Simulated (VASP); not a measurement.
Runs of VASP 6.6.1 on Sb. The structure is that of space group Im-3m (No. 229), or close to it. The cells are those of the table. This isn't the form of Sb at room conditions, which is rhombohedral.

```csv
task,level,cell,cutoff (eV),share of exact exchange,screening parameter,gap on the mesh (eV),pressure (GPa),relaxed volume (Å³/atom)
relaxation of cell and atoms,PBE0,"relaxed from a = 3.241 Å, angles 109.5°, 1 atom",500,0.25,-,none,0.0,25.44
single point,PBE-based screened hybrid with 25 % exact exchange,"a = 3.241 Å, angles 109.5°, 1 atom",400,0.25,0.2 1/Å,none,-1.4,-
relaxation of cell and atoms,HSE06,"relaxed from a = 3.241 Å, angles 109.5°, 1 atom",500,0.25,0.2079 1/Å,none,0.0,25.85
relaxation of cell and atoms,PBEsol-based global hybrid with 25 % exact exchange,"relaxed from a = 3.241 Å, angles 109.5°, 1 atom",500,0.25,-,none,0.0,(b)
relaxation of cell and atoms,HF,"relaxed from a = 3.241 Å, angles 109.5°, 1 atom",500,1,-,none,0.0,27.83
single point,PBE-based screened hybrid with 25 % exact exchange,"a = 3.232 Å, angles 109.5°, 1 atom",400,0.25,0.3 1/Å,none,-0.6,-
single point,PBE-based screened hybrid with 25 % exact exchange,"a = 3.241 Å, angles 109.5°, 1 atom",400,0.25,0.3 1/Å,none,-1.1,-
single point,PBEsol-based screened hybrid with 25 % exact exchange,"a = 3.197 Å, angles 109.5°, 1 atom",400,0.25,0.207 1/Å,none,-0.5,-
single point,HSE06,"a = 3.241 Å, angles 109.5°, 1 atom",400,0.25,0.2079 1/Å,none,-1.4,-
relaxation of cell and atoms,PBEsol-based screened hybrid with 25 % exact exchange,"relaxed from a = 3.241 Å, angles 109.5°, 1 atom",500,0.25,0.207 1/Å,none,0.0,(a)
single point,r2SCAN0,"a = 3.241 Å, angles 109.5°, 1 atom",440,0.25,-,none,-2.4,-
```

Alike in all rows: potentials or basis VASP PAW PBE potentials, release 64 (Sb_d_GW); no spin polarisation; smearing fermi-dirac 0.05 eV.

Q: Estimate the missing entries.

A: (a) 25.14; (b) 24.78.

Caveats: all runs use coarse meshes; the PAW data sets were made with another functional, which shifts forces and pressure a little; spin-orbit coupling is left out, which moves the levels of the heavy elements; an odd number of electrons without spin polarisation forces a metal; a magnetic or distorted state may lie lower.

A k mesh can miss the band edges, and the runs leave out spin-orbit coupling on Sb.

A gap of «none» marks levels without a gap at the run's occupations.
